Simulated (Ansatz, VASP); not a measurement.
## Bi: VASP beside Ansatz

```
CELL_PARAMETERS angstrom
3.55702 -3.19402 0.00000
3.55702 3.19402 0.00000
-1.28495 0.00000 3.17462
ATOMIC_POSITIONS crystal
Bi 0.75306 0.75306 0.85738
Bi 0.24694 0.24694 0.14262
```

Change from the starting cell: volume scaled by 1.06.

Alike in both runs: task single point; functional LDA; k mesh 6 × 6 × 9; occupations fermi-dirac, width 0.05 eV; no spin polarisation.

|  | VASP | Ansatz |
| --- | --- | --- |
| version | VASP 6.6.1 | Ansatz 0.2.0 |
| potentials or method | VASP PAW LDA potentials, release 64 (Bi_d), cutoff 520 eV | all-electron LAPW, scalar-relativistic |

Ansatz gave:

| Property | Result |
| --- | --- |
| gap on the k mesh at the Fermi level (eV) | none |
| pressure (GPa) | -5.7 |
| traceless stress, the component that is largest in VASP (GPa) | -0.65 |
| rms of the force components (eV/Å) | 0.094 |

Task: Which values does VASP return?

Result: gap on the k mesh at the Fermi level (eV): none; pressure (GPa): -5.7; traceless stress, the component that is largest in VASP (GPa): -0.65; rms of the force components (eV/Å): 0.091.

LDA's correlation is that of Perdew and Zunger in VASP and of Perdew and Wang (1992) in Ansatz. Atom by atom the forces differ by 0.003 eV/Å (rms over components). A gap of «none» marks a metal or a gap that the smearing closes. Ansatz ran all-electron here, and VASP with PAW potentials.

Spin-orbit coupling is off throughout.
